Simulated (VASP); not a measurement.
# SnO (P4/nmm) in VASP: a series of runs, part 2 of 2

VASP 6.6.1. Earlier steps stand in the parts before.

## 3. Single point, PBE+D3(BJ)

This run uses another cell than the first one: it holds 8 atoms, not 4.

File INCAR:

```
SYSTEM = SnO
ALGO     = Normal         ! electronic algorithm
EDIFF    = 1E-7           ! SCF threshold, eV
ENCUT    = 520            ! plane-wave cutoff, eV
GGA      = PE             ! functional
ISIF     = 2              ! what is computed and relaxed
ISMEAR   = 0              ! smearing method
IVDW     = 12             ! dispersion correction
LASPH    = .True.         ! aspherical terms in the spheres
LCHARG   = .False.        ! write CHGCAR
LREAL    = .False.        ! projectors in reciprocal space
LWAVE    = .False.        ! write WAVECAR
NBANDS   = 50             ! bands
NELM     = 60             ! most SCF steps
PREC     = Accurate       ! precision mode
SIGMA    = 0.15           ! smearing width, eV
```

File KPOINTS:

```
k-points
0
Gamma
  12 12 5
  0 0 0
```

File POSCAR:

```
SnO
1.0
   -3.8370962910      0.0000000000      0.0000000000
    0.0000000000     -3.8370962910      0.0000000000
    0.0000000000      0.0000000000      9.5242595951
Sn O
4 4
Direct
    1.0000000000      0.5000000000      0.1216210734
    1.0000000000      0.5000000000      0.6216210734
    0.5000000000      1.0000000000      0.3783789266
    0.5000000000      1.0000000000      0.8783789266
    0.0000000000      0.0000000000      0.0000000000
    0.0000000000      0.0000000000      0.5000000000
    0.5000000000      0.5000000000      0.0000000000
    0.5000000000      0.5000000000      0.5000000000
```

Potentials or basis: VASP PAW PBE potentials, release 64 (Sn_d, O).

The run is started by

```console
> cat potpaw_PBE.64/Sn_d/POTCAR potpaw_PBE.64/O/POTCAR > POTCAR
> mpirun -np 1 vasp_std > vasp.out
```

OUTCAR:

```text
SYSTEM = SnO
   EDIFF = 1E-7
   ENCUT = 520
   GGA = PE
   ISIF = 2
   ISMEAR = 0
   IVDW = 12
   LASPH = .True.
   LREAL = .False.
   NELM = 60
   PREC = Accurate
 IVDW          = 12

 ion  position               nearest neighbor table
   1  0.000  0.500  0.122-   5 2.24   7 2.24   5 2.24   7 2.24   4 3.57   4 3.57   4 3.57   4 3.57
                             3 3.65   3 3.65   3 3.65   3 3.65
   2  0.000  0.500  0.622-   6 2.24   8 2.24   6 2.24   8 2.24   3 3.57   3 3.57   3 3.57   3 3.57
                             4 3.65   4 3.65   4 3.65   4 3.65
   3  0.500  0.000  0.378-   6 2.24   8 2.24   8 2.24   6 2.24   2 3.57   2 3.57   2 3.57   2 3.57
                             1 3.65   1 3.65   1 3.65   1 3.65
   4  0.500  0.000  0.878-   5 2.24   7 2.24   7 2.24   5 2.24   1 3.57   1 3.57   1 3.57   1 3.57
                             2 3.65   2 3.65   2 3.65   2 3.65
   5  0.000  0.000  0.000-   1 2.24   4 2.24   1 2.24   4 2.24
   6  0.000  0.000  0.500-   2 2.24   3 2.24   2 2.24   3 2.24
   7  0.500  0.500  0.000-   1 2.24   4 2.24   4 2.24   1 2.24
   8  0.500  0.500  0.500-   2 2.24   3 2.24   3 2.24   2 2.24
[... 7 lines left out ...]
 A1 = (  -3.8370962910,   0.0000000000,   0.0000000000)
 A2 = (   0.0000000000,  -3.8370962910,   0.0000000000)
 A3 = (   0.0000000000,   0.0000000000,   9.5242595951)

Analysis of symmetry for initial positions (statically):
=====================================================================
 Subroutine PRICEL returns following result:

  LATTYP: Found a simple tetragonal cell.
 ALAT       =     3.8370962910
 C/A-ratio  =     1.2410764381

  Lattice vectors:

 A1 = (  -3.8370962910,   0.0000000000,   0.0000000000)
 A2 = (   0.0000000000,  -3.8370962910,   0.0000000000)
 A3 = (   0.0000000000,   0.0000000000,   4.7621297976)

   2 primitive cells build up your supercell.

 Routine SETGRP: Setting up the symmetry group for a
 simple tetragonal supercell.

 Subroutine GETGRP returns: Found 16 space group operations
 (whereof  8 operations were pure point group operations)
 out of a pool of 16 trial point group operations.

The static configuration has the point symmetry D_2d.
 The point group associated with its full space group is D_4h.

Analysis of symmetry for dynamics (positions and initial velocities):
[... 157 lines left out ...]
   LRPA    =     F    only Hartree local field effects (RPA)
 non-spin polarized calculation
 Gauss-broadening in eV      SIGMA  =   0.15
  energy-cutoff  :      520.00
  volume of cell :      140.23
 maximum number of plane-waves:      3812
 NGX is ok and might be reduce to    30

 number of electron      80.0000027 magnetization

 Free energy of the ion-electron system (eV)
  ---------------------------------------------------
  ext. energy  EPLUGINS =         0.00000000
  ---------------------------------------------------
  free energy    TOTEN  =       -45.38040835 eV

  energy without entropy =      -45.37807185  energy(sigma->0) =      -45.37924010

 E-fermi :   7.1910     XC(G=0): -10.2733

 val. band max:        7.0934046912   @ k =   0.5000   0.5000   0.0000
 cond. band min:       7.2547445391   @ k =   0.5000   0.5000   0.2000
 fundamental gap:      0.1613398479
 Fermi energy:         7.1910274536

 k-point     1 :       0.0000    0.0000    0.0000
  band No.  band energies     occupation
      1     -14.8398      2.00000
      2     -14.8190      2.00000
      3     -14.4586      2.00000
      4     -14.4472      2.00000
      5     -14.4472      2.00000
      6     -14.4380      2.00000
[... 1261 lines left out ...]
     49      12.7687      0.00000
     50      13.8680      0.00000

 [... further k-points ...]

------------------------ aborting loop because EDIFF is reached ----------------------------------------

 Edisp (eV)   -1.87744

 E8    (eV) :    -0.8147

  FORCE on cell =-STRESS in cart. coord.  units (eV):
  Direction    XX          YY          ZZ          XY          YZ          ZX
  --------------------------------------------------------------------------------------
  -------------------------------------------------------------------------------------
  Total       0.16918     0.16918     0.19442     0.00000     0.00000     0.00000
  in kB       1.93301     1.93301     2.22130     0.00000     0.00000     0.00000
  external pressure =        2.03 kB  Pullay stress =        0.00 kB

 VOLUME and BASIS-vectors are now :
 -----------------------------------------------------------------------------
  energy-cutoff  :      520.00
  volume of cell :      140.23
      direct lattice vectors                 reciprocal lattice vectors
    -3.837096291  0.000000000  0.000000000    -0.260613736  0.000000000  0.000000000
     0.000000000 -3.837096291  0.000000000     0.000000000 -0.260613736  0.000000000
     0.000000000  0.000000000  9.524259595     0.000000000  0.000000000  0.104995038

 POSITION                                       TOTAL-FORCE (eV/Angst)
 -----------------------------------------------------------------------------------
      0.00000     -1.91855      1.15835         0.000000     -0.000000      0.085615
      0.00000     -1.91855      5.92048        -0.000000     -0.000000      0.085615
     -1.91855      0.00000      3.60378        -0.000000      0.000000     -0.085615
     -1.91855      0.00000      8.36591        -0.000000      0.000000     -0.085615
      0.00000      0.00000      0.00000         0.000000     -0.000000      0.000000
      0.00000      0.00000      4.76213         0.000000     -0.000000      0.000000
     -1.91855     -1.91855      0.00000         0.000000      0.000000      0.000000
     -1.91855     -1.91855      4.76213         0.000000      0.000000      0.000000
 -----------------------------------------------------------------------------------
    total drift:                               -0.000000     -0.000000      0.000000

  FREE ENERGIE OF THE ION-ELECTRON SYSTEM (eV)
  ---------------------------------------------------
  free  energy   TOTEN  =       -47.2578510867 eV

  energy  without entropy=      -47.2555145813  energy(sigma->0) =      -47.25668283
```

OSZICAR:

```text
N       E                     dE             d eps       ncg     rms          rms(c)
DAV:   1     0.104566655108E+04    0.10457E+04   -0.37590E+04  9102   0.247E+03
DAV:   2     0.159408207382E+03   -0.88626E+03   -0.84585E+03  8560   0.696E+02
DAV:   3    -0.355226889157E+02   -0.19493E+03   -0.18561E+03  9520   0.246E+02
DAV:   4    -0.521625135921E+02   -0.16640E+02   -0.16303E+02  9940   0.746E+01
DAV:   5    -0.527642599751E+02   -0.60175E+00   -0.60004E+00  9562   0.147E+01    0.163E+01
DAV:   6    -0.452991095067E+02    0.74652E+01   -0.29832E+01 12988   0.499E+01    0.671E+00
DAV:   7    -0.454242706959E+02   -0.12516E+00   -0.47418E+00  9046   0.968E+00    0.376E+00
DAV:   8    -0.454055843189E+02    0.18686E-01   -0.83646E-01 12814   0.505E+00    0.133E+00
DAV:   9    -0.453784738557E+02    0.27110E-01   -0.15085E-01 13064   0.344E+00    0.392E-01
DAV:  10    -0.453824035411E+02   -0.39297E-02   -0.26289E-02 11604   0.140E+00    0.335E-01
DAV:  11    -0.453802525768E+02    0.21510E-02   -0.67737E-03 12344   0.729E-01    0.590E-02
DAV:  12    -0.453804183751E+02   -0.16580E-03   -0.20131E-03  9492   0.195E-01    0.533E-02
DAV:  13    -0.453804113728E+02    0.70023E-05   -0.84765E-05 11508   0.832E-02    0.298E-02
DAV:  14    -0.453804102069E+02    0.11659E-05   -0.80681E-06  9324   0.158E-02    0.155E-02
DAV:  15    -0.453804078949E+02    0.23120E-05   -0.87956E-06 11488   0.217E-02    0.358E-03
DAV:  16    -0.453804082818E+02   -0.38692E-06   -0.72918E-07 10142   0.667E-03    0.232E-03
DAV:  17    -0.453804083532E+02   -0.71364E-07   -0.21559E-07  7502   0.358E-03
   1 F= -.47257851E+02 E0= -.47256683E+02  d E =-.233651E-02
```

stdout:

```text
POSCAR found type information on POSCAR SnO
 POSCAR found :  2 types and       8 ions
 scaLAPACK will be used
 LDA part: xc-table for (Slater+PW92), standard interpolation
 POSCAR, INCAR and KPOINTS ok, starting setup
 FFT: planning ... GRIDC
 FFT: planning ... GRID_SOFT
 FFT: planning ... GRID
 WAVECAR not read
 entering main loop
```

Run time: 8.1 min. Hardware: 1 thread of Intel Xeon Platinum 8559C (Emerald Rapids), shared host; peak memory 0.54 GiB.

Results:

* Free energy: -47.2579 eV
* Pressure: 0.2 GPa
* Largest force: 0.086 eV/Å
* Dispersion energy per atom: -0.235 eV

Forces on the atoms (eV/Å):
```
Sn   0.000  0.000  0.086
Sn   0.000  0.000  0.086
Sn   0.000  0.000 -0.086
Sn   0.000  0.000 -0.086
O    0.000  0.000  0.000
O    0.000  0.000  0.000
O    0.000  0.000  0.000
O    0.000  0.000  0.000
```

Levels at points of the mesh, in eV from the Fermi level:
| k point | band 37 | band 38 | band 39 | band 40 | band 41 | band 42 | band 43 | band 44 |
| --- | --- | --- | --- | --- | --- | --- | --- | --- |
| (0.00, 0.00, 0.00) | -3.16 | -3.11 | -2.18 | -0.11 | 1.61 | 2.05 | 2.73 | 2.73 |
| (0.50, 0.00, 0.00) | -2.77 | -2.77 | -1.77 | -1.77 | 2.59 | 2.59 | 3.18 | 3.18 |
| (0.50, 0.50, 0.00) | -2.51 | -2.51 | -1.96 | -1.96 | -0.10 | -0.10 | 2.24 | 2.24 |

Caveat: spin-orbit coupling is left out, which moves the levels of the heavy elements.

## 4. Single point, PBE+D3(BJ)

File INCAR:

```
SYSTEM = SnO
  PREC = Accurate
  ENCUT = 600
  EDIFF = 1E-6
  ISMEAR = 0
  SIGMA = 0.1
  LREAL = .False.
  LASPH = .True.
  NELM = 120
  ALGO = Normal
  ISIF = 2
  LWAVE = .False.
  LCHARG = .False.
  GGA = PE
  IVDW = 12
  NBANDS = 28
  GGA_COMPAT = .False.
```

File KPOINTS:

```
regular mesh
0
Gamma
  15 15 12
  0 0 0
```

File POSCAR:

```
SnO
1.0
    3.8370962910      0.0000000000      0.0000000000
    0.0000000000      3.8370962910      0.0000000000
    0.0000000000      0.0000000000      4.7621297975
Sn O
2 2
Direct
    0.0000000000      0.5000000000      0.2432421468
    0.5000000000      0.0000000000      0.7567578532
    0.0000000000      0.0000000000      0.0000000000
    0.5000000000      0.5000000000      0.0000000000
```

The run is started by

```console
> cat potpaw_PBE.64/Sn_d/POTCAR potpaw_PBE.64/O/POTCAR > POTCAR
> mpirun -np 1 vasp_std > vasp.out
```

It took 4.6 min on 1 thread of AMD EPYC 9R45 (Zen 5), shared host; peak memory 0.55 GiB.

The run converged. Its results:

```yaml
Free_energy: -23.6332 eV
Pressure: 0.1 GPa
Largest_force: 0.078 eV/Å
Dispersion_energy_per_atom: -0.235 eV
```

Forces in eV/Å, atoms in the order of the input:
```
Sn   0.000  0.000  0.078
Sn   0.000  0.000 -0.078
O    0.000  0.000  0.000
O    0.000  0.000  0.000
```

Levels at points of the mesh, in eV from the Fermi level:
```tsv
k point	band 18	band 19	band 20	band 21	band 22	band 23
(0.00, 0.00, 0.00)	-3.13	-3.13	-0.08	2.08	4.46	4.46
(0.00, 0.00, 0.50)	-3.15	-3.09	-2.15	1.64	2.75	2.75
```

Caveat: spin-orbit coupling is left out, which moves the levels of the heavy elements.

## 5. Overview

```tsv
potentials or basis	cell	k mesh	cutoff (eV)	smearing	mended	pressure (GPa)	largest force (eV/Å)
VASP PAW PBE potentials, release 64 (Sn_d, O_h)	a = 3.837, b = 3.837, c = 4.762 Å, 4 atoms, atomic positions A	12 × 12 × 10	910	gaussian 0.15 eV	-	0.1	0.08
VASP PAW PBE potentials, release 64 (Sn_d, O)	a = 3.837, b = 3.837, c = 9.524 Å, 8 atoms, atomic positions B	12 × 12 × 5	520	gaussian 0.15 eV	-	0.2	0.09
VASP PAW PBE potentials, release 64 (Sn_d, O)	a = 3.837, b = 3.837, c = 4.762 Å, 4 atoms, atomic positions A	15 × 15 × 12	600	gaussian 0.1 eV	yes	0.1	0.08
```

Alike in all rows: task single point; level PBE+D3(BJ); no spin polarisation.

Caveats: spin-orbit coupling is left out, which moves the levels of the heavy elements; the cutoff is under 1.25 times the usual one of these potentials, so pressure, stress and relaxed cells hold a basis-set (Pulay) error (at least some runs).

Total energies depend on the potentials used, so only differences within one code and one set of settings carry meaning.
